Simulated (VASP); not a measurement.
# HgTe (F-43m) in VASP: further runs, part 2 of 2

VASP 6.6.1. The steps go on from the part before.

### Step 4. Single point, revPBE (volume scaled by 0.98)

INCAR

```
  PREC = Accurate
  ENCUT = 520
  EDIFF = 1E-7
  ISMEAR = 0
  SIGMA = 0.05
  LREAL = F
  LASPH = T
  NELM = 100
  ALGO = Normal
  ISIF = 2
  LWAVE = F
  LCHARG = T
  GGA = RE
  LELF = T
  LVHAR = T
  NBANDS = 16
```

KPOINTS

```
Automatic mesh
0
Gamma
  6 6 6
```

POSCAR

```
HgTe
1.0
    0.0000000000      3.3426459024      3.3426459024
    3.3426459024      0.0000000000      3.3426459024
    3.3426459024      3.3426459024      0.0000000000
Hg Te
1 1
Direct
    0.0000000000      0.0000000000      0.0000000000
    0.2500000000      0.2500000000      0.2500000000
```

Started as:

```
$ cat potpaw_PBE.64/Hg/POTCAR potpaw_PBE.64/Te/POTCAR > POTCAR
$ mpirun -np 1 vasp_std > vasp.out
```

Wall time 58 s (1 thread of AMD EPYC 7R13, shared host); peak memory 0.18 GiB.

Results (log left out):

| Item | Value |
| --- | --- |
| Free energy | -3.0244 eV |
| Pressure | 0.7 GPa |
| Band gap on the k mesh | zero (filled and empty bands touch) |

Levels at points of the mesh, in eV from the Fermi level:
```tsv
k point	band 7	band 8	band 9	band 10	band 11	band 12
(0.00, 0.00, 0.00)	-0.90	-0.02	-0.02	-0.02	4.42	4.42
(0.50, 0.00, 0.00)	-4.84	-0.81	-0.81	0.75	5.15	5.15
(0.50, 0.50, 0.00)	-4.90	-1.87	-1.87	1.95	2.86	8.02
```

Caveat: the PAW data sets were made with another functional, which shifts forces and pressure a little; spin-orbit coupling is left out, which moves the levels of the heavy elements.

### Step 5. Single point, revPBE (volume scaled by 1.02)

INCAR

```
PREC = Accurate
ENCUT = 520
EDIFF = 1E-6
ISMEAR = 0
SIGMA = 0.05
LREAL = F
LASPH = T
NELM = 80
ALGO = Normal
ISIF = 2
LWAVE = F
LCHARG = F
GGA = RE
NBANDS = 16
```

KPOINTS is that of step 4.

POSCAR

```
HgTe
1.0
    0.0000000000      3.3875189872      3.3875189872
    3.3875189872      0.0000000000      3.3875189872
    3.3875189872      3.3875189872      0.0000000000
Hg Te
1 1
Direct
    0.0000000000      0.0000000000      0.0000000000
    0.2500000000      0.2500000000      0.2500000000
```

Potentials or basis: VASP PAW PBE potentials, release 64 (Hg, Te).

Started as:

```
$ cat potpaw_PBE.64/Hg/POTCAR potpaw_PBE.64/Te/POTCAR > POTCAR
$ mpirun -np 1 vasp_std > vasp.out
```

OUTCAR:

```text
PREC = Accurate
   ENCUT = 520
   EDIFF = 1E-6
   ISMEAR = 0
   LREAL = F
   LASPH = T
   NELM = 80
   ISIF = 2
   GGA = RE

 ion  position               nearest neighbor table
   1  0.000  0.000  0.000-   2 2.93   2 2.93   2 2.93   2 2.93
   2  0.250  0.250  0.250-   1 2.93   1 2.93   1 2.93   1 2.93

  LATTYP: Found a face centered cubic cell.
 ALAT       =     6.7750379744

  Lattice vectors:

 A1 = (   0.0000000000,   3.3875189872,   3.3875189872)
 A2 = (   3.3875189872,   0.0000000000,   3.3875189872)
 A3 = (   3.3875189872,   3.3875189872,   0.0000000000)

Analysis of symmetry for initial positions (statically):
=====================================================================
 Subroutine PRICEL returns:
 Original cell was already a primitive cell.

 Routine SETGRP: Setting up the symmetry group for a
 face centered cubic supercell.

 Subroutine GETGRP returns: Found 24 space group operations
 (whereof 24 operations were pure point group operations)
 out of a pool of 48 trial point group operations.

The static configuration has the point symmetry T_d .

Analysis of symmetry for dynamics (positions and initial velocities):
=====================================================================
 Subroutine PRICEL returns:
 Original cell was already a primitive cell.

 Routine SETGRP: Setting up the symmetry group for a
 face centered cubic supercell.

 Subroutine GETGRP returns: Found 24 space group operations
 (whereof 24 operations were pure point group operations)
 out of a pool of 48 trial point group operations.

The dynamic configuration has the point symmetry T_d .

 Subroutine INISYM returns: Found 24 space group operations
 (whereof 24 operations are pure point group operations),
 and found     1 'primitive' translations

----------------------------------------------------------------------------------------

                                     Primitive cell
[... 99 lines left out ...]
   IALGO  =     38    algorithm
   IMIX   =      4    mixing-type and parameters
     AMIX     =   0.40;   BMIX     =  1.00
     AMIX_MAG =   1.60;   BMIX_MAG =  1.00
  volume/ion in A,a.u.               =      38.87       262.33
  Fermi-wavevector in a.u.,A,eV,Ry     =   1.005250  1.899646 13.749053  1.010527
  Thomas-Fermi vector in A             =   2.137917
   LORBIT       =      0    0 simple, 1 ext, 2 COOP (PROOUT), +10 PAW based schemes
   GGA     = RE    functional components
   LHFCALC =     F    Hartree Fock is set to
   AEXX    =    0.0000 exact exchange contribution
   IVDW    =     0    specifies the selected vdW correction
   LEPSILON=     F    determine dielectric tensor
   LRPA    =     F    only Hartree local field effects (RPA)
 non-spin polarized calculation
 Gauss-broadening in eV      SIGMA  =   0.05
  energy-cutoff  :      520.00
  volume of cell :       77.75
 maximum number of plane-waves:      2121
   NGX = 17   NGY = 17   NGZ = 17

 number of electron      18.0000001 magnetization

 Free energy of the ion-electron system (eV)
  ---------------------------------------------------
  ext. energy  EPLUGINS =         0.00000000
  ---------------------------------------------------
  free energy    TOTEN  =        -3.02587750 eV

  energy without entropy =       -3.02552042  energy(sigma->0) =       -3.02569896

 E-fermi :   1.8300     XC(G=0):  -7.9202

 val. band max:        1.8147490028   @ k =   0.0000   0.0000   0.0000
 cond. band min:       2.5025954102   @ k =   0.1667   0.0000   0.0000
 fundamental gap:      0.6878464074
 Fermi energy:         1.8299774988

 k-point     1 :       0.0000    0.0000    0.0000
  band No.  band energies     occupation
      1      -9.2417      2.00000
      2      -4.8278      2.00000
      3      -4.8278      2.00000
      4      -4.8278      2.00000
      5      -4.4559      2.00000
      6      -4.4559      2.00000
[... 281 lines left out ...]
      3      -4.6303      2.00000
      4      -4.5288      2.00000
      5      -4.4400      2.00000
      6      -4.0634      2.00000
[... 8 lines left out ...]
     15      12.3159      0.00000
     16      12.5524      0.00000

------------------------ aborting loop because EDIFF is reached ----------------------------------------

  FORCE on cell =-STRESS in cart. coord.  units (eV):
  Direction    XX          YY          ZZ          XY          YZ          ZX
  --------------------------------------------------------------------------------------
  -------------------------------------------------------------------------------------
  Total       -0.2590490     -0.2590490     -0.2590490      0.0000000      0.0000000     -0.0000000
  in kB       -5.3384766     -5.3384766     -5.3384766      0.0000000      0.0000000     -0.0000000
  external PRESSURE =      -5.3384766 kB  Pullay stress =       0.0000000 kB

 VOLUME and BASIS-vectors are now :
 -----------------------------------------------------------------------------
  energy-cutoff  :      520.00
  volume of cell :       77.75
      direct lattice vectors                 reciprocal lattice vectors
     0.000000000  3.387518987  3.387518987    -0.147600649  0.147600649  0.147600649
     3.387518987  0.000000000  3.387518987     0.147600649 -0.147600649  0.147600649
     3.387518987  3.387518987  0.000000000     0.147600649  0.147600649 -0.147600649

 POSITION                                       TOTAL-FORCE (eV/Angst)
 -----------------------------------------------------------------------------------
      0.00000      0.00000      0.00000        -0.000000     -0.000000      0.000000
      1.69376      1.69376      1.69376         0.000000      0.000000      0.000000
 -----------------------------------------------------------------------------------
    total drift:                               -0.000000     -0.000000     -0.000000

  FREE ENERGIE OF THE ION-ELECTRON SYSTEM (eV)
  ---------------------------------------------------
  free  energy   TOTEN  =        -3.0258775045 eV

  energy  without entropy=       -3.0255204158  energy(sigma->0) =       -3.02569896
```

Run time: 46 s. Hardware: 1 thread of AMD EPYC 7R13, shared host; peak memory 0.18 GiB.

What came out:

| Property | Result |
| --- | --- |
| Free energy | -3.0259 eV |
| Pressure | -0.5 GPa |
| Band gap on the k mesh | zero (filled and empty bands touch) |

Levels at points of the mesh, in eV from the Fermi level:
```tsv
k point	band 5	band 6	band 7	band 8	band 9	band 10	band 11	band 12	band 13	band 14
(0.00, 0.00, 0.00)	-6.29	-6.29	-0.99	-0.02	-0.02	-0.02	4.47	4.47	4.47	6.74
(0.50, 0.00, 0.00)	-6.27	-6.06	-4.62	-0.75	-0.75	0.74	5.18	5.18	6.84	7.92
(0.50, 0.50, 0.00)	-6.24	-5.97	-4.70	-1.73	-1.73	1.93	2.96	7.91	8.31	8.31
```

Caveat: the PAW data sets were made with another functional, which shifts forces and pressure a little; spin-orbit coupling is left out, which moves the levels of the heavy elements.

### Step 6. Overview

| level | cell | gap on the mesh (eV) | pressure (GPa) |
| --- | --- | --- | --- |
| PBEsol | a = 4.666 Å, angles 60.0°, 2 atoms | none | -1.4 |
| revPBE | a = 4.759 Å, angles 60.0°, 2 atoms | none | 0.0 |
| revPBE | a = 4.727 Å, angles 60.0°, 2 atoms | none | 0.7 |
| revPBE | a = 4.791 Å, angles 60.0°, 2 atoms | none | -0.5 |

Alike in all rows: task single point; potentials or basis VASP PAW PBE potentials, release 64 (Hg, Te); no spin polarisation; k mesh 6 × 6 × 6; cutoff (eV) 520; smearing gaussian 0.05 eV.

Caveats: the PAW data sets were made with another functional, which shifts forces and pressure a little; spin-orbit coupling is left out, which moves the levels of the heavy elements.

Total energies depend on the potentials used, so only differences within one code and one set of settings carry meaning.
